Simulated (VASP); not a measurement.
**Pd: single point with r2SCAN**

Pd:

```xyz
2
Lattice="3.1499 0.0000 0.0000 0.0000 3.1499 0.0000 0.0000 0.0000 3.1499" Properties=species:S:1:pos:R:3 pbc="T T T"
Pd    0.0000    0.0000    0.0000
Pd    1.5750    1.5750    1.5750
```

This cell differs from its parent crystal: volume scaled by 1.04.

```yaml
Program: VASP 6.6.1
Task: single point
Functional: r2SCAN
Potentials_or_basis: VASP PAW PBE potentials, release 64 (Pd)
Cutoff: 520 eV
k_mesh: 11 × 11 × 11
Occupations: fermi-dirac, width 0.05 eV
Spin: collinear spin, antiferromagnetic start
Starting_moments: "[0.5, -0.5] μB"
```

```
Pressure                                              : -5.8 GPa
Band gap on the k mesh                                : zero (filled and empty bands overlap)
Net moment                                            : 0.00 μB per cell
Valence electrons inside the program's atomic spheres : Pd 9.38
```

Levels at points of the mesh, in eV from the Fermi level:
Spin up:
| k point | band 8 | band 9 | band 10 | band 11 | band 12 | band 13 |
| --- | --- | --- | --- | --- | --- | --- |
| (0.00, 0.00, 0.00) | -0.98 | 0.18 | 0.18 | 0.18 | 9.55 | 9.55 |
Spin down:
```
           k point  band 7  band 8  band 9  band 10  band 11  band 12  band 13  band 14
(0.00, 0.00, 0.00)   -0.98   -0.98    0.18     0.18     0.18     9.55     9.55     9.55
```

Wall time 55 s on 1 thread of Intel(R) Xeon(R) 6975P-C (Granite Rapids), on a shared host, peak memory 0.18 GiB.

Caveat: the PAW data sets were made with another functional, which shifts forces and pressure a little.
